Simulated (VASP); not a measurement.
Wanted: the native input for a VASP 6.6.1 run.

| Property | Result |
| --- | --- |
| Task | single point |
| Functional | PBEsol |
| Potentials or basis | VASP PAW PBE potentials, release 64 (Sc_sv) |
| Cutoff | 500 eV |
| k mesh | 17 × 17 × 17 |
| Occupations | fermi-dirac, width 0.1 eV |
| Spin | no spin polarisation |
| Dipole correction | no |
| Further INCAR settings | ALGO = Normal; EDIFF = 1e-06; NBANDS = 12 |

The structure of Sc lies in POSCAR:

```
Sc
1.0
    0.0000000000      2.2179143793      2.2179143793
    2.2179143793      0.0000000000      2.2179143793
    2.2179143793      2.2179143793      0.0000000000
Sc
1
Direct
    0.0000000000      0.0000000000      0.0000000000
```

This isn't the form of Sc at room conditions, which is hcp.

These files were run (other wordings do the same):

INCAR

```
SYSTEM = Sc
PREC = Accurate ; ENCUT = 500
EDIFF = 1E-6 ; ISMEAR = -1
SIGMA = 0.1 ; LREAL = .FALSE.
LASPH = .TRUE. ; NELM = 120
ALGO = Normal ; ISIF = 2
LWAVE = .FALSE. ; LCHARG = .FALSE.
GGA = PS ; NBANDS = 12
GGA_COMPAT = .FALSE.
```

KPOINTS

```
regular mesh
0
G
  17 17 17
  0 0 0
```

Potentials or basis: VASP PAW PBE potentials, release 64 (Sc_sv).

Command:

```sh
$ cat potpaw_PBE.64/Sc_sv/POTCAR > POTCAR
$ mpirun -np 1 vasp_std > vasp.out
```

It gave:

```json
{
 "Pressure": "5.0 GPa",
 "Band gap on the k mesh": "zero (an odd number of electrons rules out a gap without spin polarisation)"
}
```

Caveat: the cell stands under pressure; the PAW data sets were made with another functional, which shifts forces and pressure a little.

It took 22 s on 1 thread of AMD EPYC 9R14 (Zen 4) (shared host), peak memory 0.13 GiB.
